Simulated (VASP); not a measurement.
Here is a VASP 6.6.1 calculation.

Contents of INCAR:

```
PREC = Accurate ; ENCUT = 520
EDIFF = 1E-6 ; ISMEAR = 0
SIGMA = 0.15 ; LREAL = False
LASPH = True ; NELM = 100
ALGO = Fast ; ISIF = 2
LWAVE = False ; LCHARG = False
GGA = PE ; NBANDS = 10
```

KPOINTS

```
regular mesh
0
Gamma
  14 14 14
```

Contents of POSCAR:

```
K
1.0
   -2.6180000000      2.6310900000      2.6180000000
    2.6180000000     -2.6310900000      2.6180000000
    2.6180000000      2.6310900000     -2.6180000000
K
1
Direct
    0.0000000000      0.0000000000      0.0000000000
```

Potentials or basis: VASP PAW PBE potentials, release 64 (K_sv).

The run is started by

```console
$ cat potpaw_PBE.64/K_sv/POTCAR > POTCAR
$ mpirun -np 1 vasp_std > vasp.out
```

What does it give for the pressure?

0.1 GPa.

Caveat: the cell differs from its parent crystal (strain +0.0050 x Voigt [0, 1, 0, 0, 0, 0]).
